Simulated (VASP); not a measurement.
Input of a VASP 6.6.1 run:

Contents of INCAR:

```
PREC = Accurate ; ENCUT = 600
EDIFF = 1E-7 ; ISMEAR = 0
SIGMA = 0.1 ; LREAL = F
LASPH = T ; NELM = 80
ALGO = Fast ; ISIF = 3
LWAVE = F ; LCHARG = F
GGA = PE ; IBRION = 2
NSW = 100 ; EDIFFG = -0.01
```

KPOINTS

```
regular mesh
0
Gamma
  8 8 8
```

The input POSCAR:

```
AlGeIr3
1.0
    4.5146453858      0.0000000000      0.0000000000
    0.0000000000      4.5146453858      0.0000000000
    0.0000000000      0.0000000000      4.5146453858
Al Ge Ir
1 1 3
Direct
    0.0000000000      0.0000000000      0.0000000000
    0.5000000000      0.5000000000      0.5000000000
    0.5000000000      0.5000000000      0.0000000000
    0.5000000000      0.0000000000      0.5000000000
    0.0000000000      0.5000000000      0.5000000000
```

Potentials or basis: VASP PAW PBE potentials, release 64 (Al, Ge_d, Ir).

The run is started by

```bash
$ cat potpaw_PBE.64/Al/POTCAR potpaw_PBE.64/Ge_d/POTCAR potpaw_PBE.64/Ir/POTCAR > POTCAR
$ mpirun -np 1 vasp_std > vasp.out
```

**Question.** Predict the relaxed volume.

**Answer.** 18.52 Å³/atom.

**Question.** Estimate the space group after relaxing (to 0.1 Å).

**Answer.** Pm-3m (No. 221).

**Question.** Predict the band gap on the k mesh.

**Answer.** Zero (bands 22 and 23 overlap by 0.23 eV).

**Question.** Predict the relaxed cell.

**Answer.** a = 4.524 Å, b = 4.524 Å, c = 4.524 Å, α = 90.00°, β = 90.00°, γ = 90.00°.

Step by step:
```tsv
step	energy change (eV)	largest force (eV/Å)	pressure (GPa)	volume (Å³)
1	0.0000	0.0000	1.03	92.02
2	0.0030	0.0000	-1.56	93.60
3	-0.0019	0.0000	0.04	92.62
```

Caveat: spin-orbit coupling is left out, which moves the levels of the heavy elements.
